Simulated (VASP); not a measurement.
# Ti (I4/mmm) in VASP: notebook

Runs on Ti. Level: PBE. Tasks: single point.

Everything below comes from runs of VASP 6.6.1. Logs are shortened: lines on timing, memory, paths and dates and some standing lists are left out, and cuts for length are marked.

## (1) The cell of the first run

It takes space group I4/mmm (No. 139, tetragonal). The conventional cell has a = 3.255 Å, b = 3.255 Å, c = 3.581 Å, α = 90.00°, β = 90.00°, γ = 90.00°. Within 3.8 Å of Ti (site symmetry 4/mmm) lie 14 Ti at 2.92 to 3.58 Å.

## (2) Single point, PBE (engineering shear strain xy +0.0000, normal strain along z +0.1000)

Input file INCAR:

```
SYSTEM = Ti
PREC     = Accurate       ! precision mode
ENCUT    = 520            ! plane-wave cutoff, eV
EDIFF    = 1E-6           ! SCF threshold, eV
ISMEAR   = 0              ! smearing method
SIGMA    = 0.15           ! smearing width, eV
LREAL    = .False.        ! projectors in reciprocal space
LASPH    = .True.         ! aspherical terms in the spheres
NELM     = 60             ! most SCF steps
ALGO     = Fast           ! electronic algorithm
ISIF     = 2              ! what is computed and relaxed
LWAVE    = .False.        ! write WAVECAR
LCHARG   = .True.         ! write CHGCAR
GGA      = PE             ! functional
LELF     = .True.         ! ELF
LVHAR    = .True.       
NBANDS   = 12             ! bands
```

Input file KPOINTS:

```
regular mesh
0
Gamma
  20 20 20
  0 0 0
```

Input file POSCAR:

```
Ti
1.0
   -1.6276186075      1.6276186075      1.7903804682
    1.6276186075     -1.6276186075      1.7903804682
    1.6276186075      1.6276186075     -1.7903804682
Ti
1
Direct
    0.0000000000      0.0000000000      0.0000000000
```

Potentials or basis: VASP PAW PBE potentials, release 64 (Ti_sv).

Launch:

```console
cat potpaw_PBE.64/Ti_sv/POTCAR > POTCAR
mpirun -np 1 vasp_std > vasp.out
```

OUTCAR:

```text
SYSTEM = Ti
   PREC = Accurate
   ENCUT = 520
   EDIFF = 1E-6
   ISMEAR = 0
   LREAL = .False.
   LASPH = .True.
   NELM = 60
   ISIF = 2
   GGA = PE

 ion  position               nearest neighbor table
   1  0.000  0.000  0.000-

  LATTYP: Found a body centered tetragonal cell.
 ALAT       =     3.2552372150
 C/A-ratio  =     1.1000000000

  Lattice vectors:

 A1 = (  -1.6276186075,   1.6276186075,   1.7903804682)
 A2 = (   1.6276186075,  -1.6276186075,   1.7903804682)
 A3 = (   1.6276186075,   1.6276186075,  -1.7903804682)

Analysis of symmetry for initial positions (statically):
=====================================================================
 Subroutine PRICEL returns:
 Original cell was already a primitive cell.

 Routine SETGRP: Setting up the symmetry group for a
 body centered tetragonal supercell.

 Subroutine GETGRP returns: Found 16 space group operations
 (whereof 16 operations were pure point group operations)
 out of a pool of 16 trial point group operations.

The static configuration has the point symmetry D_4h.

Analysis of symmetry for dynamics (positions and initial velocities):
=====================================================================
 Subroutine PRICEL returns:
 Original cell was already a primitive cell.

 Routine SETGRP: Setting up the symmetry group for a
 body centered tetragonal supercell.

 Subroutine GETGRP returns: Found 16 space group operations
 (whereof 16 operations were pure point group operations)
 out of a pool of 16 trial point group operations.

The dynamic configuration has the point symmetry D_4h.

 Subroutine INISYM returns: Found 16 space group operations
 (whereof 16 operations are pure point group operations),
 and found     1 'primitive' translations

----------------------------------------------------------------------------------------

                                     Primitive cell

  volume of cell :      18.9719

  direct lattice vectors                    reciprocal lattice vectors
    -1.627618608  1.627618608  1.790380468     0.000000000  0.307197274  0.279270249
     1.627618608 -1.627618608  1.790380468     0.307197274  0.000000000  0.279270249
     1.627618608  1.627618608 -1.790380468     0.307197274  0.307197274  0.000000000

  length of vectors
     2.916118462  2.916118462  2.916118462     0.415165073  0.415165073  0.434442552

  position of ions in fractional coordinates (direct lattice)
     0.000000000  0.000000000  0.000000000

  ion indices of the primitive-cell ions
   primitive index   ion index
                 1           1

----------------------------------------------------------------------------------------

 KPOINTS: regular mesh

Automatic generation of k-mesh.
 Grid dimensions read from file:
 generate k-points for:   20   20   20

 Generating k-lattice:

  Cartesian coordinates                     Fractional coordinates (reciprocal lattice)
     0.000000000  0.015359864  0.013963512     0.050000000  0.000000000  0.000000000
     0.015359864  0.000000000  0.013963512     0.000000000  0.050000000  0.000000000
     0.015359864  0.015359864  0.000000000     0.000000000  0.000000000  0.050000000

  Length of vectors
     0.020758254  0.020758254  0.021722128

  Shift w.r.t. Gamma in fractional coordinates (k-lattice)
     0.000000000  0.000000000  0.000000000

 Subroutine IBZKPT returns following result:
 ===========================================

 Found    641 irreducible k-points:

 Following reciprocal coordinates:
            Coordinates               Weight
  0.000000  0.000000  0.000000      1.000000
  0.050000  0.000000  0.000000      8.000000
  0.100000  0.000000  0.000000      8.000000
  0.150000  0.000000  0.000000      8.000000
  0.200000  0.000000  0.000000      8.000000
  0.250000  0.000000  0.000000      8.000000
[... 16 lines left out ...]
 -0.400000  0.050000 -0.000000     16.000000
 -0.350000  0.050000  0.000000     16.000000
 [... further k-points ...]
   k-points           NKPTS =    641   k-points in BZ     NKDIM =    641   number of bands    NBANDS=     12
   number of dos      NEDOS =    301   number of ions     NIONS =      1
   total plane-waves  NPLWV =  13824
   dimension x,y,z NGX =    24 NGY =   24 NGZ =   24
   dimension x,y,z NGXF=    48 NGYF=   48 NGZF=   48
   ions per type =               1
   NGX,Y,Z   is equivalent  to a cutoff of  13.68, 13.68, 13.68 a.u.
   NGXF,Y,Z  is equivalent  to a cutoff of  27.36, 27.36, 27.36 a.u.
 SYSTEM =  Ti
   PREC   = accura    normal or accurate (medium, high low for compatibility)
   ISTART =      0    job   : 0-new  1-cont  2-samecut
   ICHARG =      2    charge: 1-file 2-atom 10-const
   ISPIN  =      1    spin polarized calculation?
   LNONCOLLINEAR =      F non collinear calculations
   LSORBIT =      F    spin-orbit coupling
   LASPH  =      T    aspherical Exc in radial PAW
   ENCUT  =  520.0 eV  38.22 Ry    6.18 a.u.   5.42  5.42  5.42*2*pi/ulx,y,z
   NELM   =     60;   NELMIN=  2; NELMDL= -5     # of ELM steps
   EDIFF  = 0.1E-05   stopping-criterion for ELM
   LREAL  =      F    real-space projection
   EDIFFG = 0.1E-04   stopping-criterion for IOM
   NSW    =      0    number of steps for IOM
   IBRION =     -1    ionic relax: 0-MD 1-quasi-New 2-CG
   NFREE  =      0    steps in history (QN), initial steepest desc. (CG)
   ISIF   =      2    stress and relaxation
   ISYM   =      2    0-nonsym 1-usesym 2-fastsym
   POTIM  = 0.5000    time-step for ionic-motion
   TEBEG  =    0.0;   TEEND  =   0.0 temperature during run
   PSTRESS=    0.0 pullay stress
   NELECT =      12.0000    total number of electrons
   NUPDOWN=      -1.0000    fix difference up-down
   EMIN   =  10.00;   EMAX   =-10.00  energy-range for DOS
   EFERMI =   0.00;   METHOD = LEGACY
   ISMEAR =     0;   SIGMA  =   0.15  broadening in eV -4-tet -1-fermi 0-gaus
   EFERMI_NEDOS =   21; number of points for ismear=-14 and -15
   IALGO  =     68    algorithm
   IMIX   =      4    mixing-type and parameters
     AMIX     =   0.40;   BMIX     =  1.00
     AMIX_MAG =   1.60;   BMIX_MAG =  1.00
  volume/ion in A,a.u.               =      18.97       128.03
  Fermi-wavevector in a.u.,A,eV,Ry     =   1.405287  2.655607 26.869216  1.974832
  Thomas-Fermi vector in A             =   2.527763
   LORBIT       =      0    0 simple, 1 ext, 2 COOP (PROOUT), +10 PAW based schemes
   GGA     = PE    functional components
   LHFCALC =     F    Hartree Fock is set to
   AEXX    =    0.0000 exact exchange contribution
   IVDW    =     0    specifies the selected vdW correction
   LEPSILON=     F    determine dielectric tensor
   LRPA    =     F    only Hartree local field effects (RPA)
 non-spin polarized calculation
 RMM-DIIS sequential band-by-band and
 Gauss-broadening in eV      SIGMA  =   0.15
  energy-cutoff  :      520.00
  volume of cell :       18.97
 maximum number of plane-waves:       529
 NGX is ok and might be reduce to    24
   NGX = 11   NGY = 11   NGZ = 11

 number of electron      11.9999996 magnetization

 Free energy of the ion-electron system (eV)
  ---------------------------------------------------
  ext. energy  EPLUGINS =         0.00000000
  ---------------------------------------------------
  free energy    TOTEN  =        -7.69631877 eV

  energy without entropy =       -7.66587608  energy(sigma->0) =       -7.68109743

 E-fermi :   7.2247     XC(G=0): -11.0870

 val. band max:        7.2204706628   @ k =  -0.0500   0.4500   0.0500
 cond. band min:       7.2261602680   @ k =  -0.4000   0.1500   0.1000
 fundamental gap:      0.0056896052
 Fermi energy:         7.2247460700

 k-point     1 :       0.0000    0.0000    0.0000
  band No.  band energies     occupation
      1     -49.5266      2.00000
      2     -25.4743      2.00000
      3     -25.4743      2.00000
      4     -25.4646      2.00000
      5       1.4502      2.00000
      6       7.9521      0.00000
      7       7.9521      0.00000
      8       8.5086      0.00000
      9       9.2885      0.00000
     10       9.9220      0.00000
     11      23.0676      0.00000
     12      24.5338      0.00000

 k-point     2 :       0.0500    0.0000    0.0000
  band No.  band energies     occupation
      1     -49.5244      2.00000
      2     -25.4840      2.00000
      3     -25.4778      2.00000
      4     -25.4675      2.00000
      5       1.5273      2.00000
      6       7.9453      0.00000
      7       7.9678      0.00000
      8       8.5146      0.00000
      9       9.2659      0.00000
     10       9.9043      0.00000
     11      23.0497      0.00000
     12      24.3594      0.00000

 k-point     3 :       0.1000    0.0000    0.0000
  band No.  band energies     occupation
      1     -49.5182      2.00000
      2     -25.5199      2.00000
      3     -25.4881      2.00000
      4     -25.4686      2.00000
      5       1.7546      2.00000
      6       7.9146      0.00000
      7       7.9796      0.00000
      8       8.5698      0.00000
      9       9.2105      0.00000
     10       9.8618      0.00000
     11      22.8715      0.00000
     12      23.9059      0.00000

 k-point     4 :       0.1500    0.0000    0.0000
  band No.  band energies     occupation
      1     -49.5084      2.00000
      2     -25.5768      2.00000
      3     -25.5041      2.00000
      4     -25.4689      2.00000
      5       2.1208      2.00000
      6       7.8353      0.00000
      7       7.9235      0.00000
      8       8.7422      0.00000
      9       9.1585      0.00000
     10       9.8165      0.00000
     11      22.1824      0.00000
     12      23.4465      0.00000

 k-point     5 :       0.2000    0.0000    0.0000
  band No.  band energies     occupation
      1     -49.4961      2.00000
      2     -25.6482      2.00000
      3     -25.5241      2.00000
      4     -25.4690      2.00000
      5       2.6047      2.00000
      6       7.6964      0.00001
      7       7.7999      0.00000
      8       9.0344      0.00000
      9       9.1462      0.00000
     10       9.7876      0.00000
     11      21.0167      0.00000
     12      22.9799      0.00000
[... 228 lines left out ...]
      1     -49.4376      2.00000
      2     -25.9682      2.00000
      3     -25.6204      2.00000
      4     -25.4746      2.00000
      5       4.9816      2.00000
      6       7.1439      1.55388
      7       7.8201      0.00000
      8       9.2358      0.00000
      9      10.0821      0.00000
     10      10.9823      0.00000
     11      14.8873      0.00000
     12      20.3787      0.00000

 k-point    22 :      -0.4500    0.0500   -0.0000
  band No.  band energies     occupation
      1     -49.4417      2.00000
      2     -25.9461      2.00000
      3     -25.6131      2.00000
      4     -25.4752      2.00000
      5       4.8665      2.00000
      6       7.1870      1.27831
      7       7.6250      0.00016
      8       9.2397      0.00000
      9      10.0582      0.00000
     10      10.7967      0.00000
     11      15.4241      0.00000
     12      20.5588      0.00000

 k-point    23 :      -0.4000    0.0500   -0.0000
  band No.  band energies     occupation
      1     -49.4497      2.00000
      2     -25.9030      2.00000
      3     -25.5993      2.00000
      4     -25.4757      2.00000
      5       4.5852      2.00000
      6       7.2742      0.64098
      7       7.4155      0.07207
      8       9.2233      0.00000
      9      10.0054      0.00000
     10      10.4760      0.00000
     11      16.3824      0.00000
     12      20.9071      0.00000

 k-point    24 :      -0.3500    0.0500    0.0000
  band No.  band energies     occupation
      1     -49.4607      2.00000
      2     -25.8428      2.00000
      3     -25.5804      2.00000
      4     -25.4760      2.00000
      5       4.1232      2.00000
      6       7.3408      0.27408
      7       7.4014      0.09580
      8       9.1955      0.00000
      9       9.9300      0.00000
     10      10.0811      0.00000
     11      17.5968      0.00000
     12      21.3992      0.00000

 [... further k-points ...]

------------------------ aborting loop because EDIFF is reached ----------------------------------------

  FORCE on cell =-STRESS in cart. coord.  units (eV):
  Direction    XX          YY          ZZ          XY          YZ          ZX
  --------------------------------------------------------------------------------------
  -------------------------------------------------------------------------------------
  Total       -1.0949720     -1.0949720     -0.8296851      0.0000000     -0.0000000      0.0000000
  in kB      -92.4704521    -92.4704521    -70.0669558      0.0000000     -0.0000000      0.0000000
  external PRESSURE =     -85.0026200 kB  Pullay stress =       0.0000000 kB

 VOLUME and BASIS-vectors are now :
 -----------------------------------------------------------------------------
  energy-cutoff  :      520.00
  volume of cell :       18.97
      direct lattice vectors                 reciprocal lattice vectors
    -1.627618608  1.627618608  1.790380468     0.000000000  0.307197274  0.279270249
     1.627618608 -1.627618608  1.790380468     0.307197274  0.000000000  0.279270249
     1.627618608  1.627618608 -1.790380468     0.307197274  0.307197274  0.000000000

 POSITION                                       TOTAL-FORCE (eV/Angst)
 -----------------------------------------------------------------------------------
      0.00000      0.00000      0.00000         0.000000     -0.000000      0.000000
 -----------------------------------------------------------------------------------
    total drift:                                0.000000      0.000000      0.000000

  FREE ENERGIE OF THE ION-ELECTRON SYSTEM (eV)
  ---------------------------------------------------
  free  energy   TOTEN  =        -7.6963187669 eV

  energy  without entropy=       -7.6658760834  energy(sigma->0) =       -7.68109743
```

Wall time 5.5 min (1 thread of Intel Xeon 8259CL, shared host); peak memory 0.26 GiB.

What came out:

- Free energy: -7.6963 eV
- Pressure: -8.5 GPa
- Band gap on the k mesh: zero (bands 6 and 7 overlap by 1.42 eV)

Caveat: the cell differs from its parent crystal (engineering shear strain xy +0.0000, normal strain along z +0.1000); the cell stands under tension.

[end of part 1 of 2]
